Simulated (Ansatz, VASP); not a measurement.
## One calculation of TiO, two programs

```
Ti O
1.0
     2.85161    0.00000    0.00000
    -1.42580    2.46956    0.00000
     0.00000    0.00000    5.56750
Ti O
2 2
Direct
  0.33333 0.66667 0.25000
  0.66667 0.33333 0.75000
  0.00000 0.00000 0.00000
  0.00000 0.00000 0.50000
```

Alike in both runs: task single point; functional PBEsol; k mesh 18 × 18 × 8; occupations gaussian, width 0.1 eV; no spin polarisation.

|  | VASP | Ansatz |
| --- | --- | --- |
| version | VASP 6.6.1 | Ansatz 0.2.0 |
| potentials or method | VASP PAW PBE potentials, release 64 (Ti_sv, O), cutoff 520 eV | scalar-relativistic, plane waves, PAW |
| valence electrons in the cell | 36 | 36 |

|  | VASP | Ansatz | Ansatz less VASP |
| --- | --- | --- | --- |
| gap on the k mesh at the Fermi level (eV) | none | none | - |
| pressure (GPa) | -9.3 | -10.0 | -0.67 |
| traceless stress, the component that is largest in VASP (GPa) | -1.77 | -1.85 | -0.082 |

VASP's potentials were made for PBE, not for PBEsol. A gap of «none» marks a metal or a gap that the smearing closes. The functional is the same, so the differences come from potentials, cutoffs and numerics.
